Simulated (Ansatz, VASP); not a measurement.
**CdTe in VASP and in Ansatz**

```
Cd Te
1.0
     0.00000    3.17956    3.17956
     3.17956    0.00000    3.17956
     3.17956    3.17956    0.00000
Cd Te
1 1
Direct
  0.00000 0.00000 0.00000
  0.75000 0.75000 0.75000
```

Change from the starting cell: strain -0.030 along x and y, -0.030 along z, atoms carried along.

Alike in both runs: task single point; functional r2SCAN; k mesh 8 × 8 × 8; occupations gaussian, width 0.05 eV; no spin polarisation.

|  | VASP | Ansatz |
| --- | --- | --- |
| version | VASP 6.6.1 | Ansatz 0.2.0 |
| potentials or method | VASP PAW PBE potentials, release 64 (Cd, Te), cutoff 520 eV | scalar-relativistic, plane waves, PAW |
| valence electrons in the cell | 18 | 36 |

Ansatz gave:

```
gap on the k mesh at the Fermi level (eV) : 1.47
least direct gap on the mesh (eV)         : 1.47
pressure (GPa)                            : 4.6
```

Q: What did VASP give for the same quantities?

A: gap on the k mesh at the Fermi level (eV): 1.46; least direct gap on the mesh (eV): 1.46; pressure (GPa): 4.8.

VASP's potentials were made for PBE, not for r2SCAN. VASP's potentials hold 18 valence electrons a cell and Ansatz's 36, so a difference there can come from the potentials and not from the codes.

Spin-orbit coupling is off throughout.
